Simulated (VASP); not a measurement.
# SiO2 (I-42d) in VASP: a series of runs

The runs below take SiO2 through single point, with LDA.

Program: VASP 6.6.1. These are calculated values, not measurements. Logs are shortened: lines on timing, memory, paths and dates and some standing lists are left out, and cuts for length are marked.

## Step 1: The cell of the first run

It takes space group I-42d (No. 122, tetragonal). Conventional cell: a = 4.618 Å, b = 4.618 Å, c = 7.283 Å, α = 90.00°, β = 90.00°, γ = 90.00°. Si (site symmetry -4) has 4 O at 1.58 Å within 2.1 Å. Within 2.1 Å of O (site symmetry 2) lie 2 Si at 1.58 Å.

## Step 2: Single point, LDA

Input file INCAR:

```
  PREC = Accurate
  ENCUT = 520
  EDIFF = 1E-6
  ISMEAR = 0
  SIGMA = 0.01
  LREAL = F
  LASPH = T
  NELM = 100
  ALGO = Normal
  ISIF = 2
  LWAVE = F
  LCHARG = F
  NBANDS = 25
```

Input file KPOINTS:

```
regular mesh
0
Gamma
  6 6 6
```

Input file POSCAR:

```
SiO2
1.0
   -2.3089745029      2.3089745029      3.6413725654
    2.3089745029     -2.3089745029      3.6413725654
    2.3089745029      2.3089745029     -3.6413725654
Si O
2 4
Direct
    0.0000000000      0.0000000000      0.0000000000
    0.7500000000      0.2500000000      0.5000000000
    0.9983800000      0.6250000000      0.8733800000
    0.3750000000      0.2483800000      0.3733800000
    0.7516200000      0.1250000000      0.1266200000
    0.8750000000      0.0016200000      0.6266200000
```

Potentials or basis: VASP PAW LDA potentials, release 64 (Si, O).

On the command line:

```console
cat potpaw_LDA.64/Si/POTCAR potpaw_LDA.64/O/POTCAR > POTCAR
mpirun -np 1 vasp_std > vasp.out
```

OUTCAR:

```text
PREC = Accurate
   ENCUT = 520
   EDIFF = 1E-6
   ISMEAR = 0
   LREAL = F
   LASPH = T
   NELM = 100
   ISIF = 2

 ion  position               nearest neighbor table
   1  0.000  0.000  0.000-   3 1.58   4 1.58   5 1.58   6 1.58   2 2.94   2 2.94   2 2.94   2 2.94

   2  0.750  0.250  0.500-   4 1.58   3 1.58   5 1.58   6 1.58   1 2.94   1 2.94   1 2.94   1 2.94

   3  0.998  0.625  0.873-   1 1.58   2 1.58
   4  0.375  0.248  0.373-   2 1.58   1 1.58
   5  0.752  0.125  0.127-   1 1.58   2 1.58
   6  0.875  0.002  0.627-   1 1.58   2 1.58

  LATTYP: Found a body centered tetragonal cell.
 ALAT       =     4.6179490058
 C/A-ratio  =     1.5770518734

  Lattice vectors:

 A1 = (  -2.3089745029,   2.3089745029,   3.6413725654)
 A2 = (   2.3089745029,  -2.3089745029,   3.6413725654)
 A3 = (   2.3089745029,   2.3089745029,  -3.6413725654)

Analysis of symmetry for initial positions (statically):
=====================================================================
 Subroutine PRICEL returns:
 Original cell was already a primitive cell.

 Routine SETGRP: Setting up the symmetry group for a
 body centered tetragonal supercell.

 Subroutine GETGRP returns: Found  8 space group operations
 (whereof  4 operations were pure point group operations)
 out of a pool of 16 trial point group operations.

The static configuration has the point symmetry S_4 .
 The point group associated with its full space group is D_2d.

Analysis of symmetry for dynamics (positions and initial velocities):
=====================================================================
 Subroutine PRICEL returns:
 Original cell was already a primitive cell.

 Routine SETGRP: Setting up the symmetry group for a
 body centered tetragonal supercell.

 Subroutine GETGRP returns: Found  8 space group operations
 (whereof  4 operations were pure point group operations)
 out of a pool of 16 trial point group operations.

The dynamic configuration has the point symmetry S_4 .
 The point group associated with its full space group is D_2d.

 Subroutine INISYM returns: Found  8 space group operations
 (whereof  4 operations are pure point group operations),
 and found     1 'primitive' translations

----------------------------------------------------------------------------------------

                                     Primitive cell

  volume of cell :      77.6539

  direct lattice vectors                    reciprocal lattice vectors
    -2.308974503  2.308974503  3.641372565     0.000000000  0.216546350  0.137310860
     2.308974503 -2.308974503  3.641372565     0.216546350  0.000000000  0.137310860
     2.308974503  2.308974503 -3.641372565     0.216546350  0.216546350  0.000000000

  length of vectors
     4.891044947  4.891044947  4.891044947     0.256410986  0.256410986  0.306242785

  position of ions in fractional coordinates (direct lattice)
     0.000000000  0.000000000  0.000000000
     0.750000000  0.250000000  0.500000000
     0.998380000  0.625000000  0.873380000
     0.375000000  0.248380000  0.373380000
     0.751620000  0.125000000  0.126620000
     0.875000000  0.001620000  0.626620000

  ion indices of the primitive-cell ions
   primitive index   ion index
                 1           1
                 2           2
                 3           3
                 4           4
                 5           5
                 6           6

----------------------------------------------------------------------------------------

 KPOINTS: regular mesh

Automatic generation of k-mesh.
 Grid dimensions read from file:
 generate k-points for:    6    6    6

 Generating k-lattice:

  Cartesian coordinates                     Fractional coordinates (reciprocal lattice)
     0.000000000  0.036091058  0.022885143     0.166666667 -0.000000000  0.000000000
     0.036091058  0.000000000  0.022885143    -0.000000000  0.166666667  0.000000000
     0.036091058  0.036091058  0.000000000     0.000000000  0.000000000  0.166666667

  Length of vectors
     0.042735164  0.042735164  0.051040464

  Shift w.r.t. Gamma in fractional coordinates (k-lattice)
     0.000000000  0.000000000  0.000000000

 Subroutine IBZKPT returns following result:
 ===========================================

 Found     30 irreducible k-points:

 Following reciprocal coordinates:
            Coordinates               Weight
  0.000000  0.000000  0.000000      1.000000
  0.166667 -0.000000  0.000000      8.000000
  0.333333  0.000000 -0.000000      8.000000
  0.500000 -0.000000  0.000000      4.000000
  0.166667  0.166667  0.000000      8.000000
  0.333333  0.166667  0.000000     16.000000
[... 16 lines left out ...]
 -0.333333 -0.333333  0.166667      8.000000
 -0.166667 -0.333333  0.166667      8.000000
 [... further k-points ...]
   k-points           NKPTS =     30   k-points in BZ     NKDIM =     30   number of bands    NBANDS=     25
   number of dos      NEDOS =    301   number of ions     NIONS =      6
   total plane-waves  NPLWV =  46656
   dimension x,y,z NGX =    36 NGY =   36 NGZ =   36
   dimension x,y,z NGXF=    72 NGYF=   72 NGZF=   72
   ions per type =               2   4
   NGX,Y,Z   is equivalent  to a cutoff of  12.24, 12.24, 12.24 a.u.
   NGXF,Y,Z  is equivalent  to a cutoff of  24.47, 24.47, 24.47 a.u.
 SYSTEM =  unknown system
   PREC   = accura    normal or accurate (medium, high low for compatibility)
   ISTART =      0    job   : 0-new  1-cont  2-samecut
   ICHARG =      2    charge: 1-file 2-atom 10-const
   ISPIN  =      1    spin polarized calculation?
   LNONCOLLINEAR =      F non collinear calculations
   LSORBIT =      F    spin-orbit coupling
   LASPH  =      T    aspherical Exc in radial PAW
   ENCUT  =  520.0 eV  38.22 Ry    6.18 a.u.   9.09  9.09  9.09*2*pi/ulx,y,z
   NELM   =    100;   NELMIN=  2; NELMDL= -5     # of ELM steps
   EDIFF  = 0.1E-05   stopping-criterion for ELM
   LREAL  =      F    real-space projection
   EDIFFG = 0.1E-04   stopping-criterion for IOM
   NSW    =      0    number of steps for IOM
   IBRION =     -1    ionic relax: 0-MD 1-quasi-New 2-CG
   NFREE  =      0    steps in history (QN), initial steepest desc. (CG)
   ISIF   =      2    stress and relaxation
   ISYM   =      2    0-nonsym 1-usesym 2-fastsym
   POTIM  = 0.5000    time-step for ionic-motion
   TEBEG  =    0.0;   TEEND  =   0.0 temperature during run
   PSTRESS=    0.0 pullay stress
   NELECT =      32.0000    total number of electrons
   NUPDOWN=      -1.0000    fix difference up-down
   EMIN   =  10.00;   EMAX   =-10.00  energy-range for DOS
   EFERMI =   0.00;   METHOD = LEGACY
   ISMEAR =     0;   SIGMA  =   0.01  broadening in eV -4-tet -1-fermi 0-gaus
   EFERMI_NEDOS =   21; number of points for ismear=-14 and -15
   IALGO  =     38    algorithm
   IMIX   =      4    mixing-type and parameters
     AMIX     =   0.40;   BMIX     =  1.00
     AMIX_MAG =   1.60;   BMIX_MAG =  1.00
  volume/ion in A,a.u.               =      12.94        87.34
  Fermi-wavevector in a.u.,A,eV,Ry     =   1.218252  2.302162 20.192913  1.484137
  Thomas-Fermi vector in A             =   2.353544
   LORBIT       =      0    0 simple, 1 ext, 2 COOP (PROOUT), +10 PAW based schemes
   GGA     = CA    functional components
   LHFCALC =     F    Hartree Fock is set to
   AEXX    =    0.0000 exact exchange contribution
   IVDW    =     0    specifies the selected vdW correction
   LEPSILON=     F    determine dielectric tensor
   LRPA    =     F    only Hartree local field effects (RPA)
 non-spin polarized calculation
 Gauss-broadening in eV      SIGMA  =   0.01
  energy-cutoff  :      520.00
  volume of cell :       77.65
 maximum number of plane-waves:      2107
   NGX = 19   NGY = 19   NGZ = 19

 number of electron      32.0000021 magnetization

 Free energy of the ion-electron system (eV)
  ---------------------------------------------------
  ext. energy  EPLUGINS =         0.00000000
  ---------------------------------------------------
  free energy    TOTEN  =       -51.59202709 eV

  energy without entropy =      -51.59202709  energy(sigma->0) =      -51.59202709

 E-fermi :   0.3401     XC(G=0):  -9.4790

 val. band max:        0.1946365311   @ k =   0.0000   0.0000   0.0000
 cond. band min:       6.5078831768   @ k =   0.0000   0.0000   0.0000
 fundamental gap:      6.3132466456
 Fermi energy:         0.3400962690

 k-point     1 :       0.0000    0.0000    0.0000
  band No.  band energies     occupation
      1     -19.1071      2.00000
      2     -16.6651      2.00000
      3     -16.6390      2.00000
      4     -16.6390      2.00000
      5      -8.8303      2.00000
      6      -5.3489      2.00000
[... 17 lines left out ...]
     24      14.0295      0.00000
     25      14.4659      0.00000

 k-point     2 :       0.1667   -0.0000    0.0000
  band No.  band energies     occupation
      1     -19.0082      2.00000
      2     -16.8186      2.00000
      3     -16.6710      2.00000
      4     -16.6395      2.00000
      5      -8.6189      2.00000
      6      -5.4170      2.00000
[... 17 lines left out ...]
     24      13.9657      0.00000
     25      14.3752      0.00000

 k-point     3 :       0.3333    0.0000   -0.0000
  band No.  band energies     occupation
      1     -18.7567      2.00000
      2     -17.2031      2.00000
      3     -16.6929      2.00000
      4     -16.6530      2.00000
      5      -8.1479      2.00000
      6      -5.6031      2.00000
[... 552 lines left out ...]
 k-point    23 :      -0.3333   -0.3333    0.1667
  band No.  band energies     occupation
      1     -18.5298      2.00000
      2     -17.5082      2.00000
      3     -16.6946      2.00000
      4     -16.6854      2.00000
      5      -7.6265      2.00000
      6      -5.9420      2.00000
[... 17 lines left out ...]
     24      14.4446      0.00000
     25      14.6956      0.00000

 k-point    24 :      -0.1667   -0.3333    0.1667
  band No.  band energies     occupation
      1     -18.7718      2.00000
      2     -17.1977      2.00000
      3     -16.6769      2.00000
      4     -16.6626      2.00000
      5      -8.0850      2.00000
      6      -5.5777      2.00000
[... 17 lines left out ...]
     24      14.2734      0.00000
     25      14.6246      0.00000

 [... further k-points ...]

------------------------ aborting loop because EDIFF is reached ----------------------------------------

  FORCE on cell =-STRESS in cart. coord.  units (eV):
  Direction    XX          YY          ZZ          XY          YZ          ZX
  --------------------------------------------------------------------------------------
  -------------------------------------------------------------------------------------
  Total        7.0216752      7.0216752      6.3323945      0.0000000      0.0000000      0.0000000
  in kB      144.8731611    144.8731611    130.6517287      0.0000000      0.0000000      0.0000000
  external PRESSURE =     140.1326836 kB  Pullay stress =       0.0000000 kB

 VOLUME and BASIS-vectors are now :
 -----------------------------------------------------------------------------
  energy-cutoff  :      520.00
  volume of cell :       77.65
      direct lattice vectors                 reciprocal lattice vectors
    -2.308974503  2.308974503  3.641372565     0.000000000  0.216546350  0.137310860
     2.308974503 -2.308974503  3.641372565     0.216546350  0.000000000  0.137310860
     2.308974503  2.308974503 -3.641372565     0.216546350  0.216546350  0.000000000

 POSITION                                       TOTAL-FORCE (eV/Angst)
 -----------------------------------------------------------------------------------
      0.00000      0.00000      0.00000        -0.000000     -0.000000      0.000000
      0.00000      2.30897      1.82069         0.000000     -0.000000     -0.000000
      1.15449      2.87874      2.73103         0.000000      0.943959      0.000000
      0.56976      1.15449      0.91034         0.943959     -0.000000      0.000000
     -1.15449      1.73921      2.73103        -0.000000     -0.943959      0.000000
     -0.56976      3.46346      0.91034        -0.943959     -0.000000      0.000000
 -----------------------------------------------------------------------------------
    total drift:                               -0.000003     -0.000003     -0.000004

  FREE ENERGIE OF THE ION-ELECTRON SYSTEM (eV)
  ---------------------------------------------------
  free  energy   TOTEN  =       -51.5920270890 eV

  energy  without entropy=      -51.5920270890  energy(sigma->0) =      -51.59202709
```

Run time: 17 s. Hardware: 1 thread of Intel Xeon 6975P-C (Granite Rapids), shared host; peak memory 0.18 GiB.

Results:

* Free energy: -51.5920 eV
* Pressure: 14.0 GPa
* Largest force: 0.944 eV/Å
* Band gap on the k mesh: 6.31 eV, direct

Forces in eV/Å, atoms in the order of the input:
```
Si   0.000  0.000  0.000
Si   0.000  0.000  0.000
O    0.000  0.944  0.000
O    0.944  0.000  0.000
O    0.000 -0.944  0.000
O   -0.944  0.000  0.000
```

Stress tensor (GPa, compression positive):
```
14.49  0.00  0.00
 0.00 14.49  0.00
 0.00  0.00 13.07
```

Levels at points of the mesh, in eV from the valence-band top:
| k point | band 13 | band 14 | band 15 | band 16 | band 17 | band 18 | band 19 | band 20 |
| --- | --- | --- | --- | --- | --- | --- | --- | --- |
| (0.00, 0.00, 0.00) | -1.45 | -1.00 | 0.00 | 0.00 | 6.31 | 8.69 | 11.63 | 11.63 |
| (0.50, 0.00, 0.00) | -1.42 | -0.70 | -0.31 | -0.21 | 8.94 | 9.31 | 10.11 | 10.59 |
| (0.50, 0.50, 0.00) | -0.85 | -0.85 | -0.23 | -0.23 | 9.71 | 9.71 | 10.70 | 10.70 |
| (0.50, 0.50, 0.50) | -1.59 | -1.59 | -0.13 | -0.13 | 9.23 | 9.23 | 9.95 | 9.95 |

## Step 3: Single point, LDA

This run uses another cell than the first one, of 13.32 Å³/atom, 1.029 times its volume.

Input file INCAR:

```
SYSTEM = SiO2
PREC = Accurate
ENCUT = 520
EDIFF = 1E-6
ISMEAR = 0
SIGMA = 0.01
LREAL = .FALSE.
LASPH = .TRUE.
NELM = 100
ALGO = Normal
ISIF = 2
LWAVE = .FALSE.
LCHARG = .FALSE.
NBANDS = 25
```

Input file KPOINTS:

```
regular mesh
0
G
  6 6 6
  0 0 0
```

Edit POSCAR of step 2 so:

```diff
@@ -2,5 +2,5 @@
 1.0
-   -2.3089745029      2.3089745029      3.6413725654
-    2.3089745029     -2.3089745029      3.6413725654
-    2.3089745029      2.3089745029     -3.6413725654
+   -2.3310712953      2.3310712953      3.6762203532
+    2.3310712953     -2.3310712953      3.6762203532
+    2.3310712953      2.3310712953     -3.6762203532
 Si O
```

Potentials or basis: VASP PAW LDA potentials, release 64 (Si, O).

On the command line:

```console
cat potpaw_LDA.64/Si/POTCAR potpaw_LDA.64/O/POTCAR > POTCAR
mpirun -np 1 vasp_std > vasp.out
```

Run time: 24 s. Hardware: 1 thread of Intel Xeon 6975P-C (Granite Rapids), shared host; peak memory 0.21 GiB.

Results (log left out):

```
Free energy            : -51.7471 eV
Pressure               : 7.8 GPa
Largest force          : 0.500 eV/Å
Band gap on the k mesh : 6.15 eV, direct
```

Forces in eV/Å, atoms in the order of the input:
```
Si   0.000  0.000  0.000
Si   0.000  0.000  0.000
O    0.000  0.500  0.000
O    0.500  0.000  0.000
O    0.000 -0.500  0.000
O   -0.500  0.000  0.000
```

Stress tensor (GPa, compression positive):
```
8.35 0.00 0.00
0.00 8.35 0.00
0.00 0.00 6.75
```

Levels at points of the mesh, in eV from the valence-band top:
| k point | band 13 | band 14 | band 15 | band 16 | band 17 | band 18 | band 19 | band 20 |
| --- | --- | --- | --- | --- | --- | --- | --- | --- |
| (0.00, 0.00, 0.00) | -1.41 | -1.00 | 0.00 | 0.00 | 6.15 | 8.60 | 11.45 | 11.45 |
| (0.50, 0.00, 0.00) | -1.37 | -0.69 | -0.30 | -0.20 | 8.71 | 9.18 | 9.99 | 10.39 |
| (0.50, 0.50, 0.00) | -0.81 | -0.81 | -0.23 | -0.23 | 9.56 | 9.56 | 10.44 | 10.44 |
| (0.50, 0.50, 0.50) | -1.56 | -1.56 | -0.12 | -0.12 | 9.08 | 9.08 | 9.78 | 9.78 |
